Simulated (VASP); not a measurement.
# Al16Si in VASP: notebook

Al16Si is run at these levels: LDA; tasks: single point.

Program: VASP 6.6.1. These are calculated values, not measurements. Logs are shortened: lines on timing, memory, paths and dates and some standing lists are left out, and cuts for length are marked.

## (1) The cell of the first run

The cell holds a slab with vacuum, 17 atoms: a = 5.728 Å, b = 5.728 Å, c = 19.015 Å, α = 90.00°, β = 90.00°, γ = 60.00°.

## (2) Single point, LDA

Contents of INCAR:

```
PREC     = Accurate       # precision mode
ENCUT    = 520            # plane-wave cutoff, eV
EDIFF    = 1E-6           # SCF threshold, eV
ISMEAR   = 0              # smearing method
SIGMA    = 0.05           # smearing width, eV
LREAL    = Auto         
LASPH    = T              # aspherical terms in the spheres
NELM     = 60             # most SCF steps
ALGO     = Normal         # electronic algorithm
ISIF     = 2              # what is computed and relaxed
LWAVE    = F              # write WAVECAR
LCHARG   = T              # write CHGCAR
LELF     = T              # ELF
LVHAR    = T            
NBANDS   = 40             # bands
```

Contents of KPOINTS:

```
Automatic mesh
0
Gamma
  4 4 1
```

Contents of POSCAR:

```
Al16Si
1.0
    5.7275650000      0.0000000000      0.0000000000
    2.8637820000      4.9602170000      0.0000000000
    0.0000000000      0.0000000000     19.0148060000
Al Si
16 1
Direct
    0.0000000000      0.0000000000      0.0525905970
    0.5000000873      0.0000000000      0.0525905970
   -0.0000000504      0.5000001008      0.0525905970
    0.5000000369      0.5000001008      0.0525905970
    0.1608987685      0.1736472416      0.1709526250
    0.6664659707      0.1734960386      0.1709302214
    0.1655548738      0.6695567956      0.1725915058
    0.6675345545      0.6659345750      0.1717697251
   -0.1708193642      0.3426168654      0.2885212187
    0.3315455257      0.3383031428      0.2861525382
   -0.1762964911      0.8476663420      0.2887630302
    0.3296708992      0.8476477944      0.2888454923
   -0.0091898329      0.0196178917      0.4110463183
    0.5103406944     -0.0194814058      0.4107883089
    0.0198559038      0.5200633359      0.4030929897
    0.4612383295      0.5192669998      0.4032637514
    0.7851860834      0.4308954628      0.4934543639
```

Potentials or basis: VASP PAW LDA potentials, release 64 (Al, Si).

Started as:

```
$ cat potpaw_LDA.64/Al/POTCAR potpaw_LDA.64/Si/POTCAR > POTCAR
$ mpirun -np 1 vasp_std > vasp.out
```

OUTCAR:

```text
PREC = Accurate
   ENCUT = 520
   EDIFF = 1E-6
   ISMEAR = 0
   LREAL = Auto
   LASPH = T
   NELM = 60
   ISIF = 2

 ion  position               nearest neighbor table
   1  0.000  0.000  0.053-   6 2.79   5 2.80   7 2.81   2 2.86   3 2.86   4 2.86   4 2.86   3 2.86
                             2 2.86
   2  0.500  0.000  0.053-   8 2.81   5 2.81   6 2.81   1 2.86   3 2.86   4 2.86   4 2.86   1 2.86
                             3 2.86
   3  1.000  0.500  0.053-   5 2.77   8 2.80   7 2.82   4 2.86   2 2.86   1 2.86   1 2.86   4 2.86
                             2 2.86
   4  0.500  0.500  0.053-   6 2.77   8 2.81   7 2.82   3 2.86   2 2.86   1 2.86   1 2.86   2 2.86
                             3 2.86
   5  0.161  0.174  0.171-  10 2.75  12 2.76   3 2.77   9 2.78   1 2.80   2 2.81   8 2.82   6 2.83
                             7 2.85   7 2.87   6 2.90   8 2.90
   6  0.666  0.173  0.171-  10 2.75  11 2.76   4 2.77   9 2.78   1 2.79   2 2.81   8 2.82   5 2.83
                             7 2.86   7 2.87   5 2.90   8 2.90
   7  0.166  0.670  0.173-  10 2.71  11 2.79  12 2.79   1 2.81   4 2.82   3 2.82   5 2.85   6 2.86
                             8 2.86   8 2.86   6 2.87   5 2.87
   8  0.668  0.666  0.172-   9 2.74  11 2.79  12 2.79   3 2.80   4 2.81   2 2.81   5 2.82   6 2.82
                             7 2.86   7 2.86   6 2.90   5 2.90
   9  0.829  0.343  0.289-   8 2.74   5 2.78   6 2.78  13 2.83  15 2.84  16 2.84  11 2.85  12 2.85
                            10 2.86  10 2.87  12 2.88  11 2.88
  10  0.332  0.338  0.286-  16 2.71  15 2.71   7 2.71   6 2.75   5 2.75  11 2.81  12 2.82   9 2.86
                             9 2.87  12 2.91  11 2.91  14 2.96
  11  0.824  0.848  0.289-  15 2.72   6 2.76   7 2.79   8 2.79  14 2.80  10 2.81  12 2.83   9 2.85
                            13 2.87   9 2.88  12 2.90  10 2.91
  12  0.330  0.848  0.289-  16 2.72   5 2.76   7 2.79   8 2.79  14 2.80  10 2.82  11 2.83   9 2.85
                            13 2.87   9 2.88  11 2.90  10 2.91
  13  0.991  0.020  0.411-  17 2.57  15 2.79  16 2.79   9 2.83  12 2.87  11 2.87  14 2.87  14 2.87
                            16 2.95  15 2.96
  14  0.510  0.981  0.411-  15 2.79  12 2.80  11 2.80  16 2.80  13 2.87  13 2.87  16 2.96  10 2.96
                            15 2.96  17 3.15
  15  0.020  0.520  0.403-  17 2.39  16 2.53  10 2.71  11 2.72  13 2.79  14 2.79   9 2.84  13 2.96
                            14 2.96  16 3.20
  16  0.461  0.519  0.403-  17 2.39  15 2.53  10 2.71  12 2.72  13 2.79  14 2.80   9 2.84  13 2.95
                            14 2.96  15 3.20
  17  0.785  0.431  0.493-  16 2.39  15 2.39  13 2.57  14 3.15

  LATTYP: Found a hexagonal cell.
 ALAT       =     5.7275649303
 C/A-ratio  =     3.3198761134

  Lattice vectors:

 A1 = (  -2.8637820000,  -4.9602170000,   0.0000000000)
 A2 = (   5.7275650000,   0.0000000000,   0.0000000000)
 A3 = (   0.0000000000,   0.0000000000,  19.0148060000)

Analysis of symmetry for initial positions (statically):
=====================================================================
 Subroutine PRICEL returns:
 Original cell was already a primitive cell.

 Routine SETGRP: Setting up the symmetry group for a
 hexagonal supercell.

 Subroutine GETGRP returns: Found  1 space group operations
 (whereof  1 operations were pure point group operations)
 out of a pool of 24 trial point group operations.

The static configuration has the point symmetry C_1 .

Analysis of symmetry for dynamics (positions and initial velocities):
=====================================================================
 Subroutine PRICEL returns:
 Original cell was already a primitive cell.

 Routine SETGRP: Setting up the symmetry group for a
 hexagonal supercell.

 Subroutine GETGRP returns: Found  1 space group operations
 (whereof  1 operations were pure point group operations)
 out of a pool of 24 trial point group operations.

The dynamic configuration has the point symmetry C_1 .

 Subroutine INISYM returns: Found  1 space group operations
 (whereof  1 operations are pure point group operations),
 and found     1 'primitive' translations

----------------------------------------------------------------------------------------

                                     Primitive cell

  volume of cell :     540.2100

  direct lattice vectors                    reciprocal lattice vectors
     5.727565000  0.000000000  0.000000000     0.174594265 -0.100802024  0.000000000
     2.863782000  4.960217000  0.000000000     0.000000000  0.201604083  0.000000000
     0.000000000  0.000000000 19.014806000     0.000000000  0.000000000  0.052590597

  length of vectors
     5.727565000  5.727564930 19.014806000     0.201604081  0.201604083  0.052590597

  position of ions in fractional coordinates (direct lattice)
     0.000000000  0.000000000  0.052590597
     0.500000087  0.000000000  0.052590597
     0.999999950  0.500000101  0.052590597
     0.500000037  0.500000101  0.052590597
     0.160898768  0.173647242  0.170952625
     0.666465971  0.173496039  0.170930221
[... 9 lines left out ...]
     0.461238329  0.519267000  0.403263751
     0.785186083  0.430895463  0.493454364

  ion indices of the primitive-cell ions
   primitive index   ion index
                 1           1
                 2           2
                 3           3
                 4           4
                 5           5
                 6           6
[... 9 lines left out ...]
                16          16
                17          17

----------------------------------------------------------------------------------------

 KPOINTS: Automatic mesh

Automatic generation of k-mesh.
 Grid dimensions read from file:
 generate k-points for:    4    4    1

 Generating k-lattice:

  Cartesian coordinates                     Fractional coordinates (reciprocal lattice)
     0.043648566 -0.025200506  0.000000000     0.250000000  0.000000000  0.000000000
     0.000000000  0.050401021  0.000000000     0.000000000  0.250000000  0.000000000
     0.000000000  0.000000000  0.052590597     0.000000000  0.000000000  1.000000000

  Length of vectors
     0.050401020  0.050401021  0.052590597

  Shift w.r.t. Gamma in fractional coordinates (k-lattice)
     0.000000000  0.000000000  0.000000000

 Subroutine IBZKPT returns following result:
 ===========================================

 Found     10 irreducible k-points:

 Following reciprocal coordinates:
            Coordinates               Weight
  0.000000  0.000000  0.000000      1.000000
  0.250000 -0.000000  0.000000      2.000000
  0.250000  0.250000  0.000000      2.000000
  0.000000  0.250000  0.000000      2.000000
  0.500000 -0.000000  0.000000      1.000000
  0.500000  0.500000  0.000000      1.000000
  0.000000  0.500000  0.000000      1.000000
  0.500000  0.250000  0.000000      2.000000
  0.250000  0.500000  0.000000      2.000000
 -0.250000  0.250000  0.000000      2.000000
   k-points           NKPTS =     10   k-points in BZ     NKDIM =     10   number of bands    NBANDS=     40
   number of dos      NEDOS =    301   number of ions     NIONS =     17
   total plane-waves  NPLWV = 331776
   dimension x,y,z NGX =    48 NGY =   48 NGZ =  144
   dimension x,y,z NGXF=    96 NGYF=   96 NGZF=  288
   ions per type =              16   1
   NGX,Y,Z   is equivalent  to a cutoff of  13.93, 13.93, 12.59 a.u.
   NGXF,Y,Z  is equivalent  to a cutoff of  27.86, 27.86, 25.18 a.u.
 SYSTEM =  unknown system
   PREC   = accura    normal or accurate (medium, high low for compatibility)
   ISTART =      0    job   : 0-new  1-cont  2-samecut
   ICHARG =      2    charge: 1-file 2-atom 10-const
   ISPIN  =      1    spin polarized calculation?
   LNONCOLLINEAR =      F non collinear calculations
   LSORBIT =      F    spin-orbit coupling
   LASPH  =      T    aspherical Exc in radial PAW
   ENCUT  =  520.0 eV  38.22 Ry    6.18 a.u.  10.65 10.65 35.35*2*pi/ulx,y,z
   NELM   =     60;   NELMIN=  2; NELMDL= -5     # of ELM steps
   EDIFF  = 0.1E-05   stopping-criterion for ELM
   LREAL  =      T    real-space projection
   EDIFFG = 0.1E-04   stopping-criterion for IOM
   NSW    =      0    number of steps for IOM
   IBRION =     -1    ionic relax: 0-MD 1-quasi-New 2-CG
   NFREE  =      0    steps in history (QN), initial steepest desc. (CG)
   ISIF   =      2    stress and relaxation
   ISYM   =      2    0-nonsym 1-usesym 2-fastsym
   POTIM  = 0.5000    time-step for ionic-motion
   TEBEG  =    0.0;   TEEND  =   0.0 temperature during run
   PSTRESS=    0.0 pullay stress
   NELECT =      52.0000    total number of electrons
   NUPDOWN=      -1.0000    fix difference up-down
   EMIN   =  10.00;   EMAX   =-10.00  energy-range for DOS
   EFERMI =   0.00;   METHOD = LEGACY
   ISMEAR =     0;   SIGMA  =   0.05  broadening in eV -4-tet -1-fermi 0-gaus
   EFERMI_NEDOS =   21; number of points for ismear=-14 and -15
   IALGO  =     38    algorithm
   IMIX   =      4    mixing-type and parameters
     AMIX     =   0.40;   BMIX     =  1.00
     AMIX_MAG =   1.60;   BMIX_MAG =  1.00
  volume/ion in A,a.u.               =      31.78       214.44
  Fermi-wavevector in a.u.,A,eV,Ry     =   0.750277  1.417818  7.658935  0.562916
  Thomas-Fermi vector in A             =   1.846991
   LORBIT       =      0    0 simple, 1 ext, 2 COOP (PROOUT), +10 PAW based schemes
   GGA     = CA    functional components
   LHFCALC =     F    Hartree Fock is set to
   AEXX    =    0.0000 exact exchange contribution
   IVDW    =     0    specifies the selected vdW correction
   LEPSILON=     F    determine dielectric tensor
   LRPA    =     F    only Hartree local field effects (RPA)
 non-spin polarized calculation
 Gauss-broadening in eV      SIGMA  =   0.05
  energy-cutoff  :      520.00
  volume of cell :      540.21
 maximum number of plane-waves:     14627
 NGX is ok and might be reduce to    48
   NGX = 21   NGY = 21   NGZ = 71

 number of electron      52.0000000 magnetization

 Free energy of the ion-electron system (eV)
  ---------------------------------------------------
  ext. energy  EPLUGINS =         0.00000000
  ---------------------------------------------------
  free energy    TOTEN  =       -68.77911720 eV

  energy without entropy =      -68.77137170  energy(sigma->0) =      -68.77524445

 E-fermi :   2.0069     XC(G=0):  -6.2981

 val. band max:        1.9363627759   @ k =   0.0000   0.0000   0.0000
 cond. band min:       2.0432091614   @ k =  -0.2500   0.2500   0.0000
 fundamental gap:      0.1068463855
 Fermi energy:         2.0068737509

 k-point     1 :       0.0000    0.0000    0.0000
  band No.  band energies     occupation
      1      -9.0860      2.00000
      2      -8.1170      2.00000
      3      -6.7370      2.00000
      4      -5.0715      2.00000
      5      -3.3455      2.00000
      6      -3.2540      2.00000
[... 30 lines left out ...]
     37       4.3516      0.00000
     38       4.7642      0.00000

 k-point     2 :       0.2500   -0.0000    0.0000
  band No.  band energies     occupation
      1      -8.7153      2.00000
      2      -7.7672      2.00000
      3      -6.4819      2.00000
      4      -5.7462      2.00000
      5      -5.0852      2.00000
      6      -4.4864      2.00000
[... 30 lines left out ...]
     37       4.8732      0.00000
     38       4.8959      0.00000
[... 285 lines left out ...]
     37       4.7556      0.00000
     38       4.8569      0.00000

 k-point    10 :      -0.2500    0.2500    0.0000
  band No.  band energies     occupation
      1      -7.9838      2.00000
      2      -7.1428      2.00000
      3      -6.5471      2.00000
      4      -6.4693      2.00000
      5      -6.0435      2.00000
      6      -5.4059      2.00000
[... 30 lines left out ...]
     37       4.7547      0.00000
     38       4.8573      0.00000
 [bands above 38 left out]

------------------------ aborting loop because EDIFF is reached ----------------------------------------

  FORCE on cell =-STRESS in cart. coord.  units (eV):
  Direction    XX          YY          ZZ          XY          YZ          ZX
  --------------------------------------------------------------------------------------
  -------------------------------------------------------------------------------------
  Total       -1.2031627     -5.9218128      0.3226776     -0.0129218     -0.7586607     -0.0062638
  in kB       -3.5683903    -17.5631598      0.9570106     -0.0383241     -2.2500675     -0.0185775
  external PRESSURE =      -6.7248465 kB  Pullay stress =       0.0000000 kB

 VOLUME and BASIS-vectors are now :
 -----------------------------------------------------------------------------
  energy-cutoff  :      520.00
  volume of cell :      540.21
      direct lattice vectors                 reciprocal lattice vectors
     5.727565000  0.000000000  0.000000000     0.174594265 -0.100802024  0.000000000
     2.863782000  4.960217000  0.000000000     0.000000000  0.201604083  0.000000000
     0.000000000  0.000000000 19.014806000     0.000000000  0.000000000  0.052590597

 POSITION                                       TOTAL-FORCE (eV/Angst)
 -----------------------------------------------------------------------------------
      0.00000      0.00000      1.00000         0.001939      0.017616      0.030084
      2.86378      0.00000      1.00000         0.001824     -0.064241      0.046465
      7.15946      2.48011      1.00000        -0.108508      0.043861     -0.061121
      4.29567      2.48011      1.00000         0.110977      0.043939     -0.059033
      1.41885      0.86133      3.25063        -0.002903      0.002095      0.002599
      4.31408      0.86058      3.25020         0.000415      0.006216      0.002056
[... 9 lines left out ...]
      4.12884      2.57568      7.66798         0.009151      0.050595      0.002033
      5.73120      2.13733      9.38294         0.006651     -0.187252      0.027097
 -----------------------------------------------------------------------------------
    total drift:                                0.000102      0.000666      0.015484

  FREE ENERGIE OF THE ION-ELECTRON SYSTEM (eV)
  ---------------------------------------------------
  free  energy   TOTEN  =       -68.7791171958 eV

  energy  without entropy=      -68.7713716995  energy(sigma->0) =      -68.77524445
```

Wall time 6 min (1 thread of Intel Xeon 6975P-C (Granite Rapids), shared host); peak memory 0.54 GiB.

What came out:

| Property | Result |
| --- | --- |
| Free energy | -68.7791 eV |
| Largest force | 0.189 eV/Å |
| Band gap on the k mesh | zero (band 26 reaches 2.18 eV, above the bottom of band 27 at 1.49 eV) |

Forces on the atoms (eV/Å):
```
Al   0.002  0.018  0.030
Al   0.002 -0.064  0.046
Al  -0.109  0.044 -0.061
Al   0.111  0.044 -0.059
Al  -0.003  0.002  0.003
Al   0.000  0.006  0.002
Al   0.003  0.008  0.005
Al  -0.004  0.011 -0.001
Al  -0.001  0.003  0.014
Al  -0.004 -0.002  0.006
Al   0.006  0.010 -0.007
Al  -0.008  0.006 -0.008
Al   0.002 -0.043  0.006
Al  -0.004  0.056 -0.016
Al  -0.011  0.038  0.012
Al   0.009  0.051  0.002
Si   0.007 -0.187  0.027
```

## (3) Single point, LDA

Contents of INCAR:

```
SYSTEM = Al16Si
  ALGO = Normal
  EDIFF = 1E-7
  ENCUT = 520
  ISIF = 2
  ISMEAR = 0
  LASPH = .True.
  LCHARG = .False.
  LREAL = Auto
  LWAVE = .False.
  NBANDS = 40
  NELM = 60
  PREC = Accurate
  SIGMA = 0.05
```

Contents of KPOINTS:

```
k-points
0
Gamma
  4 4 1
  0 0 0
```

Contents of POSCAR:

```
Al16Si
1.0
    5.7275650000      0.0000000000      0.0000000000
    2.8637820000      4.9602170000      0.0000000000
    0.0000000000      0.0000000000     19.0148060000
Al Si
16 1
Direct
    0.0000000000      0.0000000000      0.0525905970
    0.5000000873      0.0000000000      0.0525905970
   -0.0000000504      0.5000001008      0.0525905970
    0.5000000369      0.5000001008      0.0525905970
    0.1622546033      0.1721325902      0.1708324029
    0.6664445736      0.1719779598      0.1707997442
    0.1660789898      0.6682564493      0.1722074367
    0.6679727452      0.6648287766      0.1716383538
   -0.1704973081      0.3417356539      0.2877510294
    0.3317790986      0.3374878559      0.2851082993
   -0.1762995348      0.8456918316      0.2890318208
    0.3312789776      0.8457285236      0.2891281668
   -0.0144143355      0.0296698713      0.4109154203
    0.5166587961     -0.0321870999      0.4119535061
    0.0278232171      0.5081904683      0.4019305272
    0.4646745932      0.5073560290      0.4021407844
    0.7553053574      0.4903178631      0.4936728253
```

Potentials or basis: VASP PAW LDA potentials, release 64 (Al, Si).

Started as:

```
$ cat potpaw_LDA.64/Al/POTCAR potpaw_LDA.64/Si/POTCAR > POTCAR
$ mpirun -np 1 vasp_std > vasp.out
```

Wall time 5.5 min (1 thread of Intel Xeon 6975P-C (Granite Rapids), shared host); peak memory 0.55 GiB.

The run converged. Its results:

| Quantity | Value |
| --- | --- |
| Free energy | -68.7179 eV |
| Largest force | 0.186 eV/Å |
| Band gap on the k mesh | zero (band 26 reaches 2.15 eV, above the bottom of band 27 at 1.55 eV) |

Forces on the atoms (eV/Å):
```
Al   0.002  0.034  0.062
Al   0.002 -0.125  0.055
Al  -0.163  0.058 -0.066
Al   0.165  0.058 -0.065
Al  -0.005  0.003  0.000
Al   0.004  0.007  0.000
Al   0.003  0.007  0.002
Al  -0.004  0.003  0.002
Al  -0.002 -0.001  0.003
Al  -0.001  0.006 -0.007
Al   0.006  0.020  0.000
Al  -0.007  0.015  0.000
Al   0.003  0.008  0.023
Al  -0.007 -0.014  0.005
Al  -0.001  0.033 -0.003
Al   0.004  0.043 -0.012
Si   0.003 -0.156  0.000
```

Levels at points of the mesh, in eV from the Fermi level:
```csv
k point,band 22,band 23,band 24,band 25,band 26,band 27,band 28,band 29
"(0.00, 0.00, 0.00)",-2.51,-2.25,-2.11,-1.06,-0.94,-0.49,-0.11,0.06
"(0.50, 0.00, 0.00)",-1.06,-0.82,-0.57,-0.15,0.04,0.20,0.27,0.41
"(0.50, 0.50, 0.00)",-1.06,-0.82,-0.57,-0.15,0.04,0.20,0.27,0.41
"(0.00, 0.50, 0.00)",-1.03,-0.89,-0.50,-0.27,0.11,0.17,0.39,0.54
```
